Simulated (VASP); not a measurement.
# Ni (P6_3/mmc) in VASP: relaxation of cell and atoms with PBEsol

Aim: the relaxation of cell and atoms of Ni with PBEsol.

Everything below comes from runs of VASP 6.6.1. Logs are shortened: lines on timing, memory, paths and dates and some standing lists are left out, and cuts for length are marked.

### Step 1. The cell of the first run

The structure is hexagonal, space group P6_3/mmc (No. 194). The conventional cell has a = 2.465 Å, b = 2.465 Å, c = 3.993 Å, α = 90.00°, β = 90.00°, γ = 120.00°. Within 3.2 Å of Ni (site symmetry -6m2) lie 12 Ni at 2.45 to 2.46 Å.

This isn't the form of Ni at room conditions, which is fcc.

### Step 2. Relaxation of cell and atoms, PBEsol, collinear spin, ferromagnetic start, target pressure -2.2 GPa, at which the enthalpy is minimised

INCAR

```
ALGO = Normal
EDIFF = 1E-6
EDIFFG = -0.005
ENCUT = 600
GGA = PS
IBRION = 2
ISIF = 3
ISMEAR = -1
ISPIN = 2
LASPH = True
LCHARG = False
LMAXMIX = 4
LORBIT = 11
LREAL = False
LWAVE = False
MAGMOM = 1 1
NELM = 150
NSW = 60
PREC = Accurate
PSTRESS = -22.0
SIGMA = 0.1
```

KPOINTS

```
k-points
0
Gamma
  18 18 10
```

POSCAR

```
Ni
1.0
    2.4647323422      0.0000000000      0.0000000000
   -1.2323661711      2.1345208219      0.0000000000
    0.0000000000      0.0000000000      3.9928663944
Ni
2
Direct
    0.3333333333      0.6666666667      0.2500000000
    0.6666666667      0.3333333333      0.7500000000
```

Potentials or basis: VASP PAW PBE potentials, release 64 (Ni).

Launch:

```
$ cat potpaw_PBE.64/Ni/POTCAR > POTCAR
$ mpirun -np 1 vasp_std > vasp.out
```

OUTCAR:

```text
EDIFF = 1E-6
   EDIFFG = -0.005
   ENCUT = 600
   GGA = PS
   IBRION = 2
   ISIF = 3
   ISMEAR = -1
   ISPIN = 2
   LASPH = True
   LORBIT = 11
   LREAL = False
   NELM = 150
   NSW = 60
   PREC = Accurate
   PSTRESS = -22.0

 ion  position               nearest neighbor table
   1  0.333  0.667  0.250-   2 2.45   2 2.45   2 2.45   2 2.45   2 2.45   2 2.45
   2  0.667  0.333  0.750-   1 2.45   1 2.45   1 2.45   1 2.45   1 2.45   1 2.45

  LATTYP: Found a hexagonal cell.
 ALAT       =     2.4647323422
 C/A-ratio  =     1.6200000000

  Lattice vectors:

 A1 = (   2.4647323422,   0.0000000000,   0.0000000000)
 A2 = (  -1.2323661711,   2.1345208219,   0.0000000000)
 A3 = (   0.0000000000,   0.0000000000,   3.9928663944)

Analysis of symmetry for initial positions (statically):
=====================================================================
 Subroutine PRICEL returns:
 Original cell was already a primitive cell.

 Routine SETGRP: Setting up the symmetry group for a
 hexagonal supercell.

 Subroutine GETGRP returns: Found 24 space group operations
 (whereof 12 operations were pure point group operations)
 out of a pool of 24 trial point group operations.

The static configuration has the point symmetry D_3d.
 The point group associated with its full space group is D_6h.

Analysis of symmetry for dynamics (positions and initial velocities):
=====================================================================
 Subroutine PRICEL returns:
 Original cell was already a primitive cell.

 Routine SETGRP: Setting up the symmetry group for a
 hexagonal supercell.

 Subroutine GETGRP returns: Found 24 space group operations
 (whereof 12 operations were pure point group operations)
 out of a pool of 24 trial point group operations.

The dynamic configuration has the point symmetry D_3d.
 The point group associated with its full space group is D_6h.

Analysis of structural, dynamic, and magnetic symmetry:
=====================================================================
 Subroutine PRICEL returns:
 Original cell was already a primitive cell.

 Routine SETGRP: Setting up the symmetry group for a
 hexagonal supercell.

 Subroutine GETGRP returns: Found 24 space group operations
 (whereof 12 operations were pure point group operations)
 out of a pool of 24 trial point group operations.

The overall configuration has the point symmetry D_3d.
 The point group associated with its full space group is D_6h.

 Subroutine INISYM returns: Found 24 space group operations
 (whereof 12 operations are pure point group operations),
 and found     1 'primitive' translations

----------------------------------------------------------------------------------------

                                     Primitive cell

  volume of cell :      21.0066

  direct lattice vectors                    reciprocal lattice vectors
     2.464732342  0.000000000  0.000000000     0.405723568  0.234244611  0.000000000
    -1.232366171  2.134520822  0.000000000     0.000000000  0.468489222  0.000000000
     0.000000000  0.000000000  3.992866394     0.000000000  0.000000000  0.250446647

  length of vectors
     2.464732342  2.464732342  3.992866394     0.468489222  0.468489222  0.250446647

  position of ions in fractional coordinates (direct lattice)
     0.333333333  0.666666667  0.250000000
     0.666666667  0.333333333  0.750000000

  ion indices of the primitive-cell ions
   primitive index   ion index
                 1           1
                 2           2

----------------------------------------------------------------------------------------

 KPOINTS: k-points

Automatic generation of k-mesh.
 Grid dimensions read from file:
 generate k-points for:   18   18   10

 Generating k-lattice:

  Cartesian coordinates                     Fractional coordinates (reciprocal lattice)
     0.022540198  0.013013590  0.000000000     0.055555556  0.000000000  0.000000000
     0.000000000  0.026027179  0.000000000     0.000000000  0.055555556  0.000000000
     0.000000000  0.000000000  0.025044665     0.000000000  0.000000000  0.100000000

  Length of vectors
     0.026027179  0.026027179  0.025044665

  Shift w.r.t. Gamma in fractional coordinates (k-lattice)
     0.000000000  0.000000000  0.000000000

 Subroutine IBZKPT returns following result:
 ===========================================

 Found    222 irreducible k-points:

 Following reciprocal coordinates:
            Coordinates               Weight
  0.000000  0.000000  0.000000      1.000000
  0.055556  0.000000  0.000000      6.000000
  0.111111  0.000000  0.000000      6.000000
  0.166667  0.000000  0.000000      6.000000
  0.222222  0.000000  0.000000      6.000000
  0.277778  0.000000  0.000000      6.000000
[... 16 lines left out ...]
  0.333333  0.111111  0.000000     12.000000
  0.388889  0.111111  0.000000     12.000000
 [... further k-points ...]
   k-points           NKPTS =    222   k-points in BZ     NKDIM =    222   number of bands    NBANDS=     15
   number of dos      NEDOS =    301   number of ions     NIONS =      2
   total plane-waves  NPLWV =  12800
   dimension x,y,z NGX =    20 NGY =   20 NGZ =   32
   dimension x,y,z NGXF=    40 NGYF=   40 NGZF=   64
   ions per type =               2
   NGX,Y,Z   is equivalent  to a cutoff of  13.49, 13.49, 13.32 a.u.
   NGXF,Y,Z  is equivalent  to a cutoff of  26.98, 26.98, 26.65 a.u.
 SYSTEM =  unknown system
   PREC   = accura    normal or accurate (medium, high low for compatibility)
   ISTART =      0    job   : 0-new  1-cont  2-samecut
   ICHARG =      2    charge: 1-file 2-atom 10-const
   ISPIN  =      2    spin polarized calculation?
   LNONCOLLINEAR =      F non collinear calculations
   LSORBIT =      F    spin-orbit coupling
   LASPH  =      T    aspherical Exc in radial PAW
   ENCUT  =  600.0 eV  44.10 Ry    6.64 a.u.   4.92  4.92  7.97*2*pi/ulx,y,z
   NELM   =    150;   NELMIN=  2; NELMDL= -5     # of ELM steps
   EDIFF  = 0.1E-05   stopping-criterion for ELM
   LREAL  =      F    real-space projection
   EDIFFG = -.5E-02   stopping-criterion for IOM
   NSW    =     60    number of steps for IOM
   IBRION =      2    ionic relax: 0-MD 1-quasi-New 2-CG
   NFREE  =      1    steps in history (QN), initial steepest desc. (CG)
   ISIF   =      3    stress and relaxation
   ISYM   =      2    0-nonsym 1-usesym 2-fastsym
   POTIM  = 0.5000    time-step for ionic-motion
   TEBEG  =    0.0;   TEEND  =   0.0 temperature during run
   PSTRESS=  -22.0 pullay stress
   NELECT =      20.0000    total number of electrons
   NUPDOWN=      -1.0000    fix difference up-down
   EMIN   =  10.00;   EMAX   =-10.00  energy-range for DOS
   EFERMI =   0.00;   METHOD = LEGACY
   ISMEAR =    -1;   SIGMA  =   0.10  broadening in eV -4-tet -1-fermi 0-gaus
   EFERMI_NEDOS =   21; number of points for ismear=-14 and -15
   IALGO  =     38    algorithm
   IMIX   =      4    mixing-type and parameters
     AMIX     =   0.40;   BMIX     =  1.00
     AMIX_MAG =   1.60;   BMIX_MAG =  1.00
  volume/ion in A,a.u.               =      10.50        70.88
  Fermi-wavevector in a.u.,A,eV,Ry     =   1.610521  3.043444 35.290511  2.593779
  Thomas-Fermi vector in A             =   2.706058
   LORBIT       =     11    0 simple, 1 ext, 2 COOP (PROOUT), +10 PAW based schemes
   GGA     = PS    functional components
   LHFCALC =     F    Hartree Fock is set to
   AEXX    =    0.0000 exact exchange contribution
   IVDW    =     0    specifies the selected vdW correction
   LEPSILON=     F    determine dielectric tensor
   LRPA    =     F    only Hartree local field effects (RPA)
 conjugate gradient relaxation of ions
 spin polarized calculation
  energy-cutoff  :      600.00
  volume of cell :       21.01
 maximum number of plane-waves:       732
 NGX is ok and might be reduce to    20
   NGX =  9   NGY =  9   NGZ = 15

--------------------------------------- Ionic step        1  -------------------------------------------

 number of electron      19.9999982 magnetization       1.2081741

 Free energy of the ion-electron system (eV)
  ---------------------------------------------------
  ext. energy  EPLUGINS =         0.00000000
  ---------------------------------------------------
  free energy    TOTEN  =       -12.28041136 eV

  energy without entropy =      -12.15817002  energy(sigma->0) =      -12.21929069

------------------------ aborting loop because EDIFF is reached ----------------------------------------

  FORCE on cell =-STRESS in cart. coord.  units (eV):
  Direction    XX          YY          ZZ          XY          YZ          ZX
  --------------------------------------------------------------------------------------
  -------------------------------------------------------------------------------------
  Total       -0.3522167     -0.3522167      0.0245964      0.0000000     -0.0000000      0.0000000
  in kB      -26.8636877    -26.8636877      1.8759724      0.0000000     -0.0000000      0.0000000
  external PRESSURE =       4.7161990 kB  Pullay stress =     -22.0000000 kB

 VOLUME and BASIS-vectors are now :
 -----------------------------------------------------------------------------
  energy-cutoff  :      600.00
  volume of cell :       21.01
      direct lattice vectors                 reciprocal lattice vectors
     2.464732342  0.000000000  0.000000000     0.405723568  0.234244611  0.000000000
    -1.232366171  2.134520822  0.000000000     0.000000000  0.468489222  0.000000000
     0.000000000  0.000000000  3.992866394     0.000000000  0.000000000  0.250446647
[... 122 lines left out ...]
  FREE ENERGIE OF THE ION-ELECTRON SYSTEM (eV)
  ---------------------------------------------------
  free  energy   TOTEN  =       -12.2818285436 eV

  energy  without entropy=      -12.1607321209  energy(sigma->0) =      -12.22128033

  enthalpy is  TOTEN    =       -12.5703483007 eV   P V=       -0.2885197571

--------------------------------------- Ionic step        5  -------------------------------------------

 number of electron      19.9999990 magnetization       1.2085947

 Free energy of the ion-electron system (eV)
  ---------------------------------------------------
  ext. energy  EPLUGINS =         0.00000000
  ---------------------------------------------------
  free energy    TOTEN  =       -12.28129766 eV

  energy without entropy =      -12.15984146  energy(sigma->0) =      -12.22056956

 E-fermi :   9.6768     XC(G=0): -13.6298

 val. band max:        9.6755335869   @ k =   0.3889   0.1667   0.4000
 cond. band min:       9.6791033851   @ k =   0.3889   0.0000   0.4000
 fundamental gap:      0.0035697983
 Fermi energy:         9.6767916978

 spin component 1

 k-point     1 :       0.0000    0.0000    0.0000
  band No.  band energies     occupation
      1       0.3668      1.00000
      2       4.6487      1.00000
      3       7.1812      1.00000
      4       7.2813      1.00000
      5       7.2813      1.00000
      6       7.5643      1.00000
      7       7.5643      1.00000
      8       7.9839      1.00000
      9       7.9839      1.00000
     10       8.9774      0.99908
     11       8.9774      0.99908
     12       9.2140      0.99032
     13      15.5070      0.00000
     14      32.5432      0.00000
     15      34.6497      0.00000
[... 397 lines left out ...]
 k-point    24 :       0.3889    0.1111    0.0000
  band No.  band energies     occupation
      1       5.0737      1.00000
      2       5.3944      1.00000
      3       5.5465      1.00000
      4       6.7988      1.00000
      5       7.1243      1.00000
      6       7.3207      1.00000
      7       7.5923      1.00000
      8       8.9240      0.99946
      9       9.0987      0.99692
     10       9.0997      0.99689
     11      10.6764      0.00005
     12      14.0955      0.00000
     13      18.8344      0.00000
     14      19.5466      0.00000
     15      22.2247      0.00000

 [... further k-points ...]

 spin component 2

 k-point     1 :       0.0000    0.0000    0.0000
  band No.  band energies     occupation
      1       0.3611      1.00000
      2       5.0240      1.00000
      3       7.8304      1.00000
      4       7.9120      1.00000
      5       7.9120      1.00000
      6       8.2130      1.00000
      7       8.2130      1.00000
      8       8.6398      0.99997
      9       8.6398      0.99997
     10       9.1898      0.99238
     11       9.6739      0.50729
     12       9.6739      0.50728
     13      15.8950      0.00000
     14      32.4503      0.00000
     15      34.7557      0.00000
[... 436 lines left out ...]
 POSITION                                       TOTAL-FORCE (eV/Angst)
 -----------------------------------------------------------------------------------
     -0.00000      1.41847      1.00699         0.000000     -0.000000      0.000000
      1.22843      0.70923      3.02097        -0.000000      0.000000     -0.000000
 -----------------------------------------------------------------------------------
    total drift:                                0.000000      0.000000     -0.000000

  FREE ENERGIE OF THE ION-ELECTRON SYSTEM (eV)
  ---------------------------------------------------
  free  energy   TOTEN  =       -12.2812976607 eV

  energy  without entropy=      -12.1598414590  energy(sigma->0) =      -12.22056956

  enthalpy is  TOTEN    =       -12.5704255122 eV   P V=       -0.2891278514

 reached required accuracy - stopping structural energy minimisation

 total charge

# of ion       s       p       d       tot
------------------------------------------
    1        0.513   0.532   8.330   9.375
    2        0.513   0.532   8.330   9.375
--------------------------------------------------
tot          1.027   1.063  16.660  18.750

 magnetization (x)

# of ion       s       p       d       tot
------------------------------------------
    1       -0.005  -0.023   0.639   0.611
    2       -0.005  -0.023   0.639   0.611
--------------------------------------------------
tot         -0.010  -0.046   1.277   1.221
```

Run time: 2.8 min. Hardware: 1 thread of Intel Xeon 6975P-C (Granite Rapids), shared host; peak memory 0.25 GiB.

Results:

```yaml
Free_energy: -12.2813 eV
Relaxed_volume: 10.53 Å³/atom
Relaxed_cell: a = 2.457 Å, b = 2.457 Å, c = 4.028 Å, α = 90.00°, β = 90.00°, γ = 120.00°
Space_group_after_relaxing_to_0.1_Å: P6_3/mmc (No. 194)
Energy_change_on_relaxing_the_run_minimises_the_enthalpy: -0.4 meV/atom
Ionic_steps: 5
Pressure_after_relaxing: -2.2 GPa
Net_moment: 1.21 μB per cell
Site_moments: Ni +0.61 μB
Valence_electrons_inside_the_program's_atomic_spheres: Ni 9.38
```

The path:
```tsv
step	energy change (eV)	largest force (eV/Å)	pressure (GPa)	volume (Å³)
1	0.0000	0.0000	-1.73	21.01
2	-0.0001	0.0000	-2.61	21.10
3	0.0000	0.0000	-2.76	21.11
4	-0.0014	0.0000	-1.82	21.01
5	-0.0009	0.0000	-2.21	21.06
```

Final structure:
```
Ni
1.0
     2.45686    0.00000    0.00000
    -1.22843    2.12770    0.00000
     0.00000    0.00000    4.02796
Ni
2
Direct
  0.33333 0.66667 0.25000
  0.66667 0.33333 0.75000
```

Levels at points of the mesh, in eV from the Fermi level:
Spin up:
| k point | band 9 | band 10 | band 11 | band 12 | band 13 | band 14 |
| --- | --- | --- | --- | --- | --- | --- |
| (0.00, 0.00, 0.00) | -1.69 | -0.70 | -0.70 | -0.46 | 5.83 | 22.87 |
| (0.50, 0.00, 0.00) | -0.51 | -0.44 | 1.20 | 3.14 | 9.48 | 10.07 |
| (0.00, 0.00, 0.50) | -1.00 | -1.00 | -1.00 | -1.00 | 14.61 | 14.61 |
| (0.50, 0.00, 0.50) | -0.50 | -0.50 | 1.42 | 1.42 | 7.00 | 7.00 |
Spin down:
| k point | band 5 | band 6 | band 7 | band 8 | band 9 | band 10 | band 11 | band 12 | band 13 | band 14 |
| --- | --- | --- | --- | --- | --- | --- | --- | --- | --- | --- |
| (0.00, 0.00, 0.00) | -1.76 | -1.46 | -1.46 | -1.04 | -1.04 | -0.49 | 0.00 | 0.00 | 6.22 | 22.77 |
| (0.50, 0.00, 0.00) | -1.86 | -1.81 | -1.46 | 0.15 | 0.20 | 0.28 | 1.66 | 3.50 | 9.62 | 10.19 |
| (0.00, 0.00, 0.50) | -1.81 | -1.81 | -1.81 | -1.81 | -0.31 | -0.31 | -0.31 | -0.31 | 14.76 | 14.76 |
| (0.50, 0.00, 0.50) | -0.95 | -0.95 | -0.44 | -0.44 | 0.23 | 0.23 | 1.60 | 1.60 | 7.33 | 7.33 |

Caveat: the cell is relaxed towards a set pressure, so the run minimises the enthalpy, not the energy; the PAW data sets were made with another functional, which shifts forces and pressure a little.
